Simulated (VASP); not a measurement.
TaN, 2 atoms in the cell. It takes space group I4/mmm (No. 139, tetragonal). Conventional cell: a = 3.253 Å, b = 3.253 Å, c = 3.911 Å, α = 90.00°, β = 90.00°, γ = 90.00°. Ta (site symmetry 4/mmm) has 6 N at 1.96 to 2.30 Å within 2.6 Å. N (site symmetry 4/mmm) has 6 Ta at 1.96 to 2.30 Å within 2.6 Å.  This cell differs from its parent crystal: ratio of the length along z to the lengths across it x 0.85, volume and fractional coordinates fixed.

| Quantity | Value |
| --- | --- |
| Program | VASP 6.6.1 |
| Task | single point |
| Functional | PBE |
| Potentials or basis | VASP PAW PBE potentials, release 64 (Ta_pv, N) |
| Cutoff | 600 eV |
| k mesh | 20 × 20 × 20 |
| Occupations | gaussian, width 0.15 eV |
| Spin | no spin polarisation |
| Dipole correction | no |
| Further INCAR settings | ALGO = Normal; EDIFF = 1e-06; NBANDS = 15 |

Potentials or basis: VASP PAW PBE potentials, release 64 (Ta_pv, N).

Launch:

```bash
$ cat potpaw_PBE.64/Ta_pv/POTCAR potpaw_PBE.64/N/POTCAR > POTCAR
$ mpirun -np 1 vasp_std > vasp.out
```

Hardware: 1 thread of Intel(R) Xeon(R) Platinum 8259CL CPU @ 2.50GHz (Skylake/Cascade Lake) (shared host).

Q: How long does it take, and how much memory?

A: It took 2.8 min on 1 thread of Intel(R) Xeon(R) Platinum 8259CL CPU @ 2.50GHz (Skylake/Cascade Lake), on a shared host, peak memory 0.36 GiB. Counts: scf iterations 13, k points 641.
